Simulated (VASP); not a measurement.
# Sb7C (Im-3m) in VASP: single point with PBE

Aim: the single point of Sb7C with PBE.

Everything below comes from runs of VASP 6.6.1. Logs are shortened: lines on timing, memory, paths and dates and some standing lists are left out, and cuts for length are marked.

## (1) The cell of the first run

Symmetry: Im-3m, No. 229, cubic system. The conventional cell has a = 7.706 Å, b = 7.706 Å, c = 7.706 Å, α = 90.00°, β = 90.00°, γ = 90.00°. Within 4.4 Å of Sb (site symmetry 4/mmm) lie 12 Sb at 3.34 to 3.85 Å and 2 C at 3.85 Å. Within 4.4 Å of Sb (site symmetry -3m) lie 12 Sb at 3.34 to 3.85 Å and 2 C at 3.34 Å. Within 4.4 Å of C (site symmetry m-3m) lie 14 Sb at 3.34 to 3.85 Å.

## (2) Single point, PBE

INCAR

```
SYSTEM = Sb7C
PREC     = Accurate       ! precision mode
ENCUT    = 520            ! plane-wave cutoff, eV
EDIFF    = 1E-6           ! SCF threshold, eV
ISMEAR   = 0              ! smearing method
SIGMA    = 0.1            ! smearing width, eV
LREAL    = .FALSE.        ! projectors in reciprocal space
LASPH    = .TRUE.         ! aspherical terms in the spheres
NELM     = 60             ! most SCF steps
ALGO     = Normal         ! electronic algorithm
ISIF     = 2              ! what is computed and relaxed
LWAVE    = .FALSE.        ! write WAVECAR
LCHARG   = .FALSE.        ! write CHGCAR
GGA      = PE             ! functional
NBANDS   = 30             ! bands
```

KPOINTS

```
Automatic mesh
0
G
  4 4 4
  0 0 0
```

POSCAR

```
Sb7C
1.0
   -3.8531771800      3.8531771800      3.8531771800
    3.8531771800     -3.8531771800      3.8531771800
    3.8531771800      3.8531771800     -3.8531771800
Sb C
7 1
Direct
    0.0000000000      0.5000000000      0.5000000000
    0.5000000000      0.5000000000      0.0000000000
    0.5000000000      0.0000000000      0.5000000000
    0.0000000000      0.0000000000      0.5000000000
    0.0000000000      0.5000000000      0.0000000000
    0.5000000000      0.0000000000      0.0000000000
    0.5000000000      0.5000000000      0.5000000000
    0.0000000000      0.0000000000      0.0000000000
```

Potentials or basis: VASP PAW PBE potentials, release 64 (Sb, C).

Started as:

```console
> cat potpaw_PBE.64/Sb/POTCAR potpaw_PBE.64/C/POTCAR > POTCAR
> mpirun -np 1 vasp_std > vasp.out
```

OUTCAR:

```text
SYSTEM = Sb7C
   PREC = Accurate
   ENCUT = 520
   EDIFF = 1E-6
   ISMEAR = 0
   LREAL = .FALSE.
   LASPH = .TRUE.
   NELM = 60
   ISIF = 2
   GGA = PE

 ion  position               nearest neighbor table
   1  0.000  0.500  0.500-   4 3.34   5 3.34   6 3.34   7 3.34   5 3.34   4 3.34   7 3.34   6 3.34

   2  0.500  0.500  0.000-   4 3.34   5 3.34   6 3.34   7 3.34   7 3.34   6 3.34   5 3.34   4 3.34

   3  0.500  0.000  0.500-   4 3.34   5 3.34   6 3.34   7 3.34   6 3.34   7 3.34   4 3.34   5 3.34

   4  0.000  0.000  0.500-   1 3.34   2 3.34   3 3.34   1 3.34   3 3.34   2 3.34
   5  0.000  0.500  0.000-   1 3.34   2 3.34   3 3.34   1 3.34   2 3.34   3 3.34
   6  0.500  0.000  0.000-   1 3.34   2 3.34   3 3.34   3 3.34   2 3.34   1 3.34
   7  0.500  0.500  0.500-   1 3.34   2 3.34   3 3.34   2 3.34   3 3.34   1 3.34
   8  0.000  0.000  0.000-

  LATTYP: Found a body centered cubic cell.
 ALAT       =     7.7063543600

  Lattice vectors:

 A1 = (  -3.8531771800,   3.8531771800,   3.8531771800)
 A2 = (   3.8531771800,  -3.8531771800,   3.8531771800)
 A3 = (   3.8531771800,   3.8531771800,  -3.8531771800)

Analysis of symmetry for initial positions (statically):
=====================================================================
 Subroutine PRICEL returns:
 Original cell was already a primitive cell.

 Routine SETGRP: Setting up the symmetry group for a
 body centered cubic supercell.

 Subroutine GETGRP returns: Found 48 space group operations
 (whereof 48 operations were pure point group operations)
 out of a pool of 48 trial point group operations.

The static configuration has the point symmetry O_h .

Analysis of symmetry for dynamics (positions and initial velocities):
=====================================================================
 Subroutine PRICEL returns:
 Original cell was already a primitive cell.

 Routine SETGRP: Setting up the symmetry group for a
 body centered cubic supercell.

 Subroutine GETGRP returns: Found 48 space group operations
 (whereof 48 operations were pure point group operations)
 out of a pool of 48 trial point group operations.

The dynamic configuration has the point symmetry O_h .

 Subroutine INISYM returns: Found 48 space group operations
 (whereof 48 operations are pure point group operations),
 and found     1 'primitive' translations

----------------------------------------------------------------------------------------

                                     Primitive cell

  volume of cell :     228.8321

  direct lattice vectors                    reciprocal lattice vectors
    -3.853177180  3.853177180  3.853177180     0.000000000  0.129763044  0.129763044
     3.853177180 -3.853177180  3.853177180     0.129763044  0.000000000  0.129763044
     3.853177180  3.853177180 -3.853177180     0.129763044  0.129763044  0.000000000

  length of vectors
     6.673898646  6.673898646  6.673898646     0.183512657  0.183512657  0.183512657

  position of ions in fractional coordinates (direct lattice)
     0.000000000  0.500000000  0.500000000
     0.500000000  0.500000000  0.000000000
     0.500000000  0.000000000  0.500000000
     0.000000000  0.000000000  0.500000000
     0.000000000  0.500000000  0.000000000
     0.500000000  0.000000000  0.000000000
     0.500000000  0.500000000  0.500000000
     0.000000000  0.000000000  0.000000000

  ion indices of the primitive-cell ions
   primitive index   ion index
                 1           1
                 2           2
                 3           3
                 4           4
                 5           5
                 6           6
                 7           7
                 8           8

----------------------------------------------------------------------------------------

 KPOINTS: Automatic mesh

Automatic generation of k-mesh.
 Grid dimensions read from file:
 generate k-points for:    4    4    4

 Generating k-lattice:

  Cartesian coordinates                     Fractional coordinates (reciprocal lattice)
     0.000000000  0.032440761  0.032440761     0.250000000  0.000000000  0.000000000
     0.032440761  0.000000000  0.032440761     0.000000000  0.250000000  0.000000000
     0.032440761  0.032440761  0.000000000     0.000000000  0.000000000  0.250000000

  Length of vectors
     0.045878164  0.045878164  0.045878164

  Shift w.r.t. Gamma in fractional coordinates (k-lattice)
     0.000000000  0.000000000  0.000000000

 Subroutine IBZKPT returns following result:
 ===========================================

 Found      8 irreducible k-points:

 Following reciprocal coordinates:
            Coordinates               Weight
  0.000000  0.000000  0.000000      1.000000
  0.250000  0.000000  0.000000     12.000000
  0.500000  0.000000  0.000000      6.000000
  0.250000  0.250000  0.000000     24.000000
  0.250000  0.250000  0.250000      2.000000
 -0.250000  0.250000  0.250000      6.000000
  0.500000  0.500000  0.250000     12.000000
  0.500000  0.500000  0.500000      1.000000
   k-points           NKPTS =      8   k-points in BZ     NKDIM =      8   number of bands    NBANDS=     30
   number of dos      NEDOS =    301   number of ions     NIONS =      8
   total plane-waves  NPLWV = 125000
   dimension x,y,z NGX =    50 NGY =   50 NGZ =   50
   dimension x,y,z NGXF=   100 NGYF=  100 NGZF=  100
   ions per type =               7   1
   NGX,Y,Z   is equivalent  to a cutoff of  12.45, 12.45, 12.45 a.u.
   NGXF,Y,Z  is equivalent  to a cutoff of  24.91, 24.91, 24.91 a.u.
 SYSTEM =  Sb7C
   PREC   = accura    normal or accurate (medium, high low for compatibility)
   ISTART =      0    job   : 0-new  1-cont  2-samecut
   ICHARG =      2    charge: 1-file 2-atom 10-const
   ISPIN  =      1    spin polarized calculation?
   LNONCOLLINEAR =      F non collinear calculations
   LSORBIT =      F    spin-orbit coupling
   LASPH  =      T    aspherical Exc in radial PAW
   ENCUT  =  520.0 eV  38.22 Ry    6.18 a.u.  12.41 12.41 12.41*2*pi/ulx,y,z
   NELM   =     60;   NELMIN=  2; NELMDL= -5     # of ELM steps
   EDIFF  = 0.1E-05   stopping-criterion for ELM
   LREAL  =      F    real-space projection
   EDIFFG = 0.1E-04   stopping-criterion for IOM
   NSW    =      0    number of steps for IOM
   IBRION =     -1    ionic relax: 0-MD 1-quasi-New 2-CG
   NFREE  =      0    steps in history (QN), initial steepest desc. (CG)
   ISIF   =      2    stress and relaxation
   ISYM   =      2    0-nonsym 1-usesym 2-fastsym
   POTIM  = 0.5000    time-step for ionic-motion
   TEBEG  =    0.0;   TEEND  =   0.0 temperature during run
   PSTRESS=    0.0 pullay stress
   NELECT =      39.0000    total number of electrons
   NUPDOWN=      -1.0000    fix difference up-down
   EMIN   =  10.00;   EMAX   =-10.00  energy-range for DOS
   EFERMI =   0.00;   METHOD = LEGACY
   ISMEAR =     0;   SIGMA  =   0.10  broadening in eV -4-tet -1-fermi 0-gaus
   EFERMI_NEDOS =   21; number of points for ismear=-14 and -15
   IALGO  =     38    algorithm
   IMIX   =      4    mixing-type and parameters
     AMIX     =   0.40;   BMIX     =  1.00
     AMIX_MAG =   1.60;   BMIX_MAG =  1.00
  volume/ion in A,a.u.               =      28.60       193.03
  Fermi-wavevector in a.u.,A,eV,Ry     =   0.907662  1.715232 11.209159  0.823850
  Thomas-Fermi vector in A             =   2.031496
   LORBIT       =      0    0 simple, 1 ext, 2 COOP (PROOUT), +10 PAW based schemes
   GGA     = PE    functional components
   LHFCALC =     F    Hartree Fock is set to
   AEXX    =    0.0000 exact exchange contribution
   IVDW    =     0    specifies the selected vdW correction
   LEPSILON=     F    determine dielectric tensor
   LRPA    =     F    only Hartree local field effects (RPA)
 non-spin polarized calculation
 Gauss-broadening in eV      SIGMA  =   0.10
  energy-cutoff  :      520.00
  volume of cell :      228.83
 maximum number of plane-waves:      6200
 NGX is ok and might be reduce to    50
   NGX = 25   NGY = 25   NGZ = 25

 number of electron      38.9999999 magnetization

 Free energy of the ion-electron system (eV)
  ---------------------------------------------------
  ext. energy  EPLUGINS =         0.00000000
  ---------------------------------------------------
  free energy    TOTEN  =       -30.07390027 eV

  energy without entropy =      -30.02889769  energy(sigma->0) =      -30.05139898

 E-fermi :   6.4572     XC(G=0):  -9.6469

 val. band max:        6.3953967225   @ k =   0.5000   0.5000   0.5000
 cond. band min:       6.4780673366   @ k =   0.5000   0.5000   0.2500
 fundamental gap:      0.0826706142
 Fermi energy:         6.4572216458

 k-point     1 :       0.0000    0.0000    0.0000
  band No.  band energies     occupation
      1      -5.5698      2.00000
      2      -2.1973      2.00000
      3      -2.1973      2.00000
      4      -2.1064      2.00000
      5      -2.1064      2.00000
      6      -2.1064      2.00000
[... 22 lines left out ...]
     29      10.1218      0.00000
     30      10.1218      0.00000

 k-point     2 :       0.2500    0.0000    0.0000
  band No.  band energies     occupation
      1      -5.2785      2.00000
      2      -3.0874      2.00000
      3      -2.3428      2.00000
      4      -2.2820      2.00000
      5      -2.2195      2.00000
      6      -2.1132      2.00000
[... 22 lines left out ...]
     29       9.4837      0.00000
     30      10.0649      0.00000

 k-point     3 :       0.5000    0.0000    0.0000
  band No.  band energies     occupation
      1      -4.5574      2.00000
      2      -4.2505      2.00000
      3      -2.4682      2.00000
      4      -2.4283      2.00000
      5      -2.3203      2.00000
      6      -2.1844      2.00000
[... 154 lines left out ...]
     29       8.6563      0.00000
     30       9.1890      0.00000

 k-point     8 :       0.5000    0.5000    0.5000
  band No.  band energies     occupation
      1      -3.4729      2.00000
      2      -3.4729      2.00000
      3      -3.2864      2.00000
      4      -3.2864      2.00000
      5      -3.2864      2.00000
      6      -2.6645      2.00000
[... 22 lines left out ...]
     29       7.6509      0.00000
     30       7.6509      0.00000

------------------------ aborting loop because EDIFF is reached ----------------------------------------

  FORCE on cell =-STRESS in cart. coord.  units (eV):
  Direction    XX          YY          ZZ          XY          YZ          ZX
  --------------------------------------------------------------------------------------
  -------------------------------------------------------------------------------------
  Total       -8.5635318     -8.5635318     -8.5635318      0.0000000      0.0000000     -0.0000000
  in kB      -59.9579212    -59.9579212    -59.9579212      0.0000000      0.0000000     -0.0000000
  external PRESSURE =     -59.9579212 kB  Pullay stress =       0.0000000 kB

 VOLUME and BASIS-vectors are now :
 -----------------------------------------------------------------------------
  energy-cutoff  :      520.00
  volume of cell :      228.83
      direct lattice vectors                 reciprocal lattice vectors
    -3.853177180  3.853177180  3.853177180     0.000000000  0.129763044  0.129763044
     3.853177180 -3.853177180  3.853177180     0.129763044  0.000000000  0.129763044
     3.853177180  3.853177180 -3.853177180     0.129763044  0.129763044  0.000000000

 POSITION                                       TOTAL-FORCE (eV/Angst)
 -----------------------------------------------------------------------------------
      3.85318      0.00000      0.00000         0.000000      0.000000     -0.000000
      0.00000      0.00000      3.85318         0.000000     -0.000000      0.000000
      0.00000      3.85318      0.00000         0.000000      0.000000      0.000000
      1.92659      1.92659     -1.92659        -0.000000     -0.000000     -0.000000
      1.92659     -1.92659      1.92659         0.000000     -0.000000      0.000000
     -1.92659      1.92659      1.92659        -0.000000      0.000000     -0.000000
      1.92659      1.92659      1.92659         0.000000      0.000000     -0.000000
      0.00000      0.00000      0.00000         0.000000     -0.000000     -0.000000
 -----------------------------------------------------------------------------------
    total drift:                                0.000000     -0.000000      0.000000

  FREE ENERGIE OF THE ION-ELECTRON SYSTEM (eV)
  ---------------------------------------------------
  free  energy   TOTEN  =       -30.0739002662 eV

  energy  without entropy=      -30.0288976919  energy(sigma->0) =      -30.05139898
```

Run time: 1.8 min. Hardware: 1 thread of Intel Xeon 6975P-C, shared host; peak memory 0.36 GiB.

What came out:

* Free energy: -30.0739 eV
* Pressure: -6.0 GPa

Caveat: spin-orbit coupling is left out, which moves the levels of the heavy elements.
